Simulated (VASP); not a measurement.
# B5Pt (P-62m) in VASP: single point with PBE

Aim: the single point of B5Pt with PBE.

Everything below comes from runs of VASP 6.6.1. Logs are shortened: lines on timing, memory, paths and dates and some standing lists are left out, and cuts for length are marked.

## 1. The cell of the first run

Symmetry: P-62m, No. 189, hexagonal system. Conventional cell: a = 5.136 Å, b = 5.136 Å, c = 2.345 Å, α = 90.00°, β = 90.00°, γ = 120.00°. Within 2.6 Å of B (site symmetry -6) lie 8 B at 2.00 to 2.35 Å. B (site symmetry m2m) has 6 B at 2.00 to 2.35 Å and 2 Pt at 2.26 Å within 2.6 Å. Pt (site symmetry -62m) has 12 B at 2.26 to 2.97 Å and 2 Pt at 2.35 Å within 3.0 Å.

The cell was generated, and may not be a known phase.

## 2. Single point, PBE

File INCAR:

```
SYSTEM = B5Pt
ALGO = Normal ; EDIFF = 1E-6
ENCUT = 570 ; GGA = PE
GGA_COMPAT = .False. ; ISIF = 2
ISMEAR = 0 ; LASPH = .True.
LCHARG = .False. ; LREAL = .False.
LWAVE = .False. ; NBANDS = 26
NELM = 120 ; PREC = Accurate
SIGMA = 0.1
```

File KPOINTS:

```
k-points
0
Gamma
  6 6 8
  0 0 0
```

File POSCAR:

```
B5Pt
1.0
    5.1362540662      0.0000000000      0.0000000000
   -2.5681270331      4.4481265016      0.0000000000
    0.0000000000      0.0000000000      2.3453707717
B Pt
5 1
Direct
    0.6666666667      0.3333333333      0.5000000000
    0.3754941886      0.0000000000      0.0000000000
    0.6245058114      0.6245058114      0.0000000000
    0.0000000000      0.3754941886      0.0000000000
    0.3333333333      0.6666666667      0.5000000000
    0.0000000000      0.0000000000      0.5000000000
```

Potentials or basis: VASP PAW PBE potentials, release 64 (B, Pt_sv_GW).

On the command line:

```sh
$ cat potpaw_PBE.64/B/POTCAR potpaw_PBE.64/Pt_sv_GW/POTCAR > POTCAR
$ mpirun -np 1 vasp_std > vasp.out
```

OUTCAR:

```text
SYSTEM = B5Pt
   EDIFF = 1E-6
   ENCUT = 570
   GGA = PE
   ISIF = 2
   ISMEAR = 0
   LASPH = .True.
   LREAL = .False.
   NELM = 120
   PREC = Accurate

 ion  position               nearest neighbor table
   1  0.667  0.333  0.500-   4 2.00   4 2.00   2 2.00   2 2.00   3 2.00   3 2.00
   2  0.375  0.000  0.000-   5 2.00   5 2.00   1 2.00   1 2.00   6 2.26   6 2.26
   3  0.625  0.625  0.000-   1 2.00   1 2.00   5 2.00   5 2.00   6 2.26   6 2.26
   4  0.000  0.375  0.000-   1 2.00   1 2.00   5 2.00   5 2.00   6 2.26   6 2.26
   5  0.333  0.667  0.500-   2 2.00   2 2.00   4 2.00   4 2.00   3 2.00   3 2.00
   6  0.000  0.000  0.500-   3 2.26   4 2.26   3 2.26   4 2.26   2 2.26   2 2.26

  LATTYP: Found a hexagonal cell.
 ALAT       =     5.1362540662
 C/A-ratio  =     0.4566305992

  Lattice vectors:

 A1 = (   5.1362540662,   0.0000000000,   0.0000000000)
 A2 = (  -2.5681270331,   4.4481265016,   0.0000000000)
 A3 = (   0.0000000000,   0.0000000000,   2.3453707717)

Analysis of symmetry for initial positions (statically):
=====================================================================
 Subroutine PRICEL returns:
 Original cell was already a primitive cell.

 Routine SETGRP: Setting up the symmetry group for a
 hexagonal supercell.

 Subroutine GETGRP returns: Found 12 space group operations
 (whereof 12 operations were pure point group operations)
 out of a pool of 24 trial point group operations.

The static configuration has the point symmetry D_3h.

Analysis of symmetry for dynamics (positions and initial velocities):
=====================================================================
 Subroutine PRICEL returns:
 Original cell was already a primitive cell.

 Routine SETGRP: Setting up the symmetry group for a
 hexagonal supercell.

 Subroutine GETGRP returns: Found 12 space group operations
 (whereof 12 operations were pure point group operations)
 out of a pool of 24 trial point group operations.

The dynamic configuration has the point symmetry D_3h.

 Subroutine INISYM returns: Found 12 space group operations
 (whereof 12 operations are pure point group operations),
 and found     1 'primitive' translations

----------------------------------------------------------------------------------------

                                     Primitive cell

  volume of cell :      53.5840
[... 98 lines left out ...]
   LREAL  =      F    real-space projection
   EDIFFG = 0.1E-04   stopping-criterion for IOM
   NSW    =      0    number of steps for IOM
   IBRION =     -1    ionic relax: 0-MD 1-quasi-New 2-CG
   NFREE  =      0    steps in history (QN), initial steepest desc. (CG)
   ISIF   =      2    stress and relaxation
   ISYM   =      2    0-nonsym 1-usesym 2-fastsym
   POTIM  = 0.5000    time-step for ionic-motion
   TEBEG  =    0.0;   TEEND  =   0.0 temperature during run
   PSTRESS=    0.0 pullay stress
   NELECT =      33.0000    total number of electrons
   NUPDOWN=      -1.0000    fix difference up-down
   EMIN   =  10.00;   EMAX   =-10.00  energy-range for DOS
   EFERMI =   0.00;   METHOD = LEGACY
   ISMEAR =     0;   SIGMA  =   0.10  broadening in eV -4-tet -1-fermi 0-gaus
   EFERMI_NEDOS =   21; number of points for ismear=-14 and -15
   IALGO  =     38    algorithm
   IMIX   =      4    mixing-type and parameters
     AMIX     =   0.40;   BMIX     =  1.00
     AMIX_MAG =   1.60;   BMIX_MAG =  1.00
  volume/ion in A,a.u.               =       8.93        60.27
  Fermi-wavevector in a.u.,A,eV,Ry     =   1.392840  2.632085 26.395331  1.940002
  Thomas-Fermi vector in A             =   2.516544
   LORBIT       =      0    0 simple, 1 ext, 2 COOP (PROOUT), +10 PAW based schemes
   GGA     = PE    functional components
   LHFCALC =     F    Hartree Fock is set to
   AEXX    =    0.0000 exact exchange contribution
   IVDW    =     0    specifies the selected vdW correction
   LEPSILON=     F    determine dielectric tensor
   LRPA    =     F    only Hartree local field effects (RPA)
 non-spin polarized calculation
 Gauss-broadening in eV      SIGMA  =   0.10
  energy-cutoff  :      570.00
  volume of cell :       53.58
 maximum number of plane-waves:      1692
 NGX is ok and might be reduce to    40
   NGX = 19   NGY = 19   NGZ =  9

 number of electron      33.0000001 magnetization

 Free energy of the ion-electron system (eV)
  ---------------------------------------------------
  ext. energy  EPLUGINS =         0.00000000
  ---------------------------------------------------
  free energy    TOTEN  =       -32.98638045 eV

  energy without entropy =      -32.97934292  energy(sigma->0) =      -32.98286169

 E-fermi :   7.9957     XC(G=0): -12.3599

 val. band max:        7.9888293514   @ k =   0.1667   0.0000   0.3750
 cond. band min:       8.0803346927   @ k =   0.3333   0.0000   0.5000
 fundamental gap:      0.0915053413
 Fermi energy:         7.9957226317

 k-point     1 :       0.0000    0.0000    0.0000
  band No.  band energies     occupation
      1     -91.6636      2.00000
      2     -45.7769      2.00000
      3     -45.7769      2.00000
      4     -45.4087      2.00000
      5      -6.6619      2.00000
      6      -1.7404      2.00000
[... 685 lines left out ...]
     25      15.9455      0.00000
     26      16.0697      0.00000

 [... further k-points ...]

------------------------ aborting loop because EDIFF is reached ----------------------------------------

  FORCE on cell =-STRESS in cart. coord.  units (eV):
  Direction    XX          YY          ZZ          XY          YZ          ZX
  --------------------------------------------------------------------------------------
  -------------------------------------------------------------------------------------
  Total       -0.1336515     -0.1336515     -0.1390053      0.0000000     -0.0000000      0.0000000
  in kB       -3.9962182     -3.9962182     -4.1563003      0.0000000     -0.0000000      0.0000000
  external PRESSURE =      -4.0495789 kB  Pullay stress =       0.0000000 kB

 VOLUME and BASIS-vectors are now :
 -----------------------------------------------------------------------------
  energy-cutoff  :      570.00
  volume of cell :       53.58
      direct lattice vectors                 reciprocal lattice vectors
     5.136254066  0.000000000  0.000000000     0.194694419  0.112406875  0.000000000
    -2.568127033  4.448126502  0.000000000     0.000000000  0.224813750  0.000000000
     0.000000000  0.000000000  2.345370772     0.000000000  0.000000000  0.426371818

 POSITION                                       TOTAL-FORCE (eV/Angst)
 -----------------------------------------------------------------------------------
      2.56813      1.48271      1.17269        -0.000000      0.000000     -0.000000
      1.92863      0.00000      0.00000         0.006894      0.000000     -0.000000
      1.60381      2.77788      0.00000        -0.003447     -0.005971     -0.000000
     -0.96432      1.67025      0.00000        -0.003447      0.005971      0.000000
     -0.00000      2.96542      1.17269        -0.000000      0.000000     -0.000000
      0.00000      0.00000      1.17269        -0.000000      0.000000     -0.000000
 -----------------------------------------------------------------------------------
    total drift:                                0.000000      0.000000      0.000000

  FREE ENERGIE OF THE ION-ELECTRON SYSTEM (eV)
  ---------------------------------------------------
  free  energy   TOTEN  =       -32.9863804477 eV

  energy  without entropy=      -32.9793429243  energy(sigma->0) =      -32.98286169
```

It took 55 s on 1 thread of Intel Xeon Platinum 8259CL at 2.50GHz (Skylake/Cascade Lake), shared host; peak memory 0.21 GiB.

What came out:

* Free energy: -32.9864 eV
* Pressure: -0.4 GPa
* Largest force: 0.007 eV/Å
* Band gap on the k mesh: zero (an odd number of electrons rules out a gap without spin polarisation)

Forces in eV/Å, atoms in the order of the input:
```
B    0.000  0.000  0.000
B    0.007  0.000  0.000
B   -0.003 -0.006  0.000
B   -0.003  0.006  0.000
B    0.000  0.000  0.000
Pt   0.000  0.000  0.000
```

Caveat: spin-orbit coupling is left out, which moves the levels of the heavy elements.

The gap in the log of VASP goes by the Fermi energy; the results here count the filled bands.